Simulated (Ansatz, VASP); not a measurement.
# Mo in VASP and in Ansatz

```
CELL_PARAMETERS angstrom
3.12931 0.00000 0.00000
0.00000 6.99734 0.00000
0.00000 0.00000 25.49601
ATOMIC_POSITIONS crystal
Mo 0.50000 0.68144 0.30234
Mo 0.00000 0.40662 0.32318
Mo 0.50000 0.10756 0.35061
Mo 0.00000 0.80199 0.37512
Mo 0.50000 0.49736 0.40525
Mo 0.00000 0.19791 0.43004
Mo 0.50000 0.89550 0.45961
Mo 0.00000 0.60092 0.48647
Mo 0.50000 0.29908 0.51353
Mo 0.00000 0.00450 0.54039
Mo 0.50000 0.70209 0.56996
Mo 0.00000 0.40264 0.59475
Mo 0.50000 0.09801 0.62488
Mo 0.00000 0.79244 0.64939
Mo 0.50000 0.49338 0.67682
Mo 0.00000 0.21856 0.69766
```

Alike in both runs: functional PBEsol; k mesh 11 × 5 × 1; occupations gaussian, width 0.1 eV; no spin polarisation.

Ansatz relaxed the structure, and its values are those at the end. VASP's run is a single point on that final structure, the one shown.

```csv
,VASP,Ansatz
version,VASP 6.6.1,Ansatz 0.2.0
potentials or method,"VASP PAW PBE potentials, release 64 (Mo_sv), cutoff 520 eV","scalar-relativistic, plane waves, PAW"
valence electrons in the cell,224,224
```

Ansatz gave:

| Quantity | Value |
| --- | --- |
| gap on the k mesh at the Fermi level (eV) | none |
| rms of the force components (eV/Å) | 0.004 |

Problem. Estimate VASP's values.

Solution. gap on the k mesh at the Fermi level (eV): none; rms of the force components (eV/Å): 0.013.

VASP's potentials were made for PBE, not for PBEsol. A gap of «none» marks a metal or a gap that the smearing closes. Ansatz's warnings: xc potential rough in thin density.
